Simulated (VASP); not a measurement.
Write the native input for VASP 6.6.1 that does the following.

```
Task                   : single point
Functional             : PBE
Potentials or basis    : VASP PAW PBE potentials, release 64 (Na_pv)
Cutoff                 : 520 eV
k mesh                 : 15 × 15 × 8
Occupations            : gaussian, width 0.15 eV
Spin                   : no spin polarisation
Dipole correction      : no
Further INCAR settings : ALGO = Fast; EDIFF = 1e-06; NBANDS = 14
```

The structure of Na lies in POSCAR:

```
Na
1.0
    3.7449956804      0.0000000000      0.0000000000
   -1.8724978402      3.2432613963      0.0000000000
    0.0000000000      0.0000000000      6.1030356778
Na
2
Direct
    0.2710368663      0.6666666667      0.2500000000
    0.7289631337      0.3333333333      0.7500000000
```

This cell differs from its parent crystal: mode 4 frozen in at -0.233 Å and mode 6 at +0.000 Å (largest displacements).

The input as run:

INCAR

```
PREC = Accurate
ENCUT = 520
EDIFF = 1E-6
ISMEAR = 0
SIGMA = 0.15
LREAL = False
LASPH = True
NELM = 100
ALGO = Fast
ISIF = 2
LWAVE = False
LCHARG = False
GGA = PE
NBANDS = 14
```

KPOINTS

```
Automatic mesh
0
Gamma
  15 15 8
```

Potentials or basis: VASP PAW PBE potentials, release 64 (Na_pv).

Command:

```bash
$ cat potpaw_PBE.64/Na_pv/POTCAR > POTCAR
$ mpirun -np 1 vasp_std > vasp.out
```

It gave:

- Pressure: 0.0 GPa
- Largest force: 0.060 eV/Å
- Band gap on the k mesh: zero (band 7 reaches 2.41 eV, above the bottom of band 8 at -1.91 eV)

Caveat: the cell differs from its parent crystal (mode 4 frozen in at -0.233 Å and mode 6 at +0.000 Å (largest displacements)).

It took 2.6 min on 1 thread of Intel(R) Xeon(R) 6975P-C (Granite Rapids), with other jobs on the host, peak memory 0.51 GiB.
